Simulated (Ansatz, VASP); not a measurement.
## One calculation of VSi, two programs

File POSCAR:

```
VSi
1.0
    2.7535133844      0.0000000000      0.0000000000
    0.0000000000      2.7535133844      0.0000000000
    0.0000000000      0.0000000000      2.7535133844
V Si
1 1
Direct
    0.5000000000      0.5000000000      0.5000000000
    0.0000000000      0.0000000000      0.0000000000
```

File INCAR.step1:

```
PREC = Accurate
ENCUT = 600
ISMEAR = 0
SIGMA = 0.1
LREAL = False
LASPH = True
NELM = 60
GGA = PE
ALGO = Normal
EDIFF = 1E-4
LWAVE = True
LCHARG = False
```

File INCAR.step2:

```
PREC = Accurate
ENCUT = 600
EDIFF = 1E-6
ISMEAR = 0
SIGMA = 0.1
LREAL = False
LASPH = True
NELM = 60
ALGO = Normal
ISIF = 3
LWAVE = False
LCHARG = False
METAGGA = R2SCAN
LMIXTAU = True
IBRION = 2
NSW = 80
EDIFFG = -0.05
ISTART = 1
```

The input KPOINTS:

```
regular mesh
0
Gamma
  8 8 8
```

Input for Ansatz:

```yaml
crystal:
  lattice:
    - [2.7535133844, 0.0, 0.0]
    - [0.0, 2.7535133844, 0.0]
    - [0.0, 0.0, 2.7535133844]
  atoms:
    - { symbol: V, position: [0.5, 0.5, 0.5] }
    - { symbol: Si, position: [0.0, 0.0, 0.0] }
basis:
  ecutwfc: 500
kpoints:
  mp_grid: { grid: [8, 8, 8] }
hamiltonian:
  xc: r2scan
scf:
  occupations: { method: gaussian, width: 0.1 }
output:
  forces: true
  stress: true
  eigenvalues: true
relax:
  adjacent_minimum: "off"
  f_tol: 0.05
  max_steps: 60
  cell: { stress_tol: 0.5 }
```

Alike in both runs: task relaxation of cell and atoms; functional r2SCAN; k mesh 8 × 8 × 8; occupations gaussian, width 0.1 eV; no spin polarisation.

|  | VASP | Ansatz |
| --- | --- | --- |
| version | VASP 6.6.1 | Ansatz 0.2.0 |
| potentials or method | VASP PAW PBE potentials, release 64 (V_sv, Si), cutoff 600 eV | scalar-relativistic, plane waves, PAW |
| valence electrons in the cell | 17 | 17 |

|  | VASP | Ansatz | Ansatz less VASP |
| --- | --- | --- | --- |
| gap on the k mesh at the Fermi level, each at its own relaxed structure (eV) | none | none | - |
| relaxed volume (Å³/atom) | 12.90 | 12.84 | -0.057 |
| relaxed cell length with the largest relative difference (Å) | 2.955 | 2.951 | -0.0043 |

VASP's potentials were made for PBE, not for r2SCAN. A gap of «none» marks a metal or a gap that the smearing closes.

Noted on VASP's run: the volume moved by over 15 % at a fixed basis, so the end points are rough.
